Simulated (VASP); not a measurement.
Wanted: the native input for a VASP 6.6.1 run.

```
Task                   : single point
Functional             : PBEsol
Potentials or basis    : VASP PAW PBE potentials, release 64 (Cu)
Cutoff                 : 520 eV
k mesh                 : 18 × 18 × 18
Occupations            : fermi-dirac, width 0.08 eV
Spin                   : no spin polarisation
Dipole correction      : no
Further INCAR settings : ALGO = Normal; EDIFF = 1e-07; NBANDS = 12
```

The structure of Cu lies in POSCAR:

```
Cu
1.0
    2.0749691551      0.0000000000      0.0000000000
    0.0000000000      2.0749691551      0.0000000000
    0.0000000000      0.0000000000      2.0749691551
Cu
1
Direct
    0.0000000000      0.0000000000      0.0000000000
```

This cell differs from its parent crystal: volume scaled by 0.68.

These files were run (other wordings do the same):

INCAR

```
  PREC = Accurate
  ENCUT = 520
  EDIFF = 1E-7
  ISMEAR = -1
  SIGMA = 0.08
  LREAL = False
  LASPH = True
  NELM = 100
  ALGO = Normal
  ISIF = 2
  LWAVE = False
  LCHARG = False
  GGA = PS
  NBANDS = 12
```

KPOINTS

```
Automatic mesh
0
Gamma
  18 18 18
```

Potentials or basis: VASP PAW PBE potentials, release 64 (Cu).

Command:

```sh
$ cat potpaw_PBE.64/Cu/POTCAR > POTCAR
$ mpirun -np 1 vasp_std > vasp.out
```

Results of the run:

The pressure is 123.2 GPa.

Caveat: the PAW data sets were made with another functional, which shifts forces and pressure a little.

It took 13 s on 1 thread of Intel Xeon 8259CL, with other jobs on the host, peak memory 0.13 GiB.
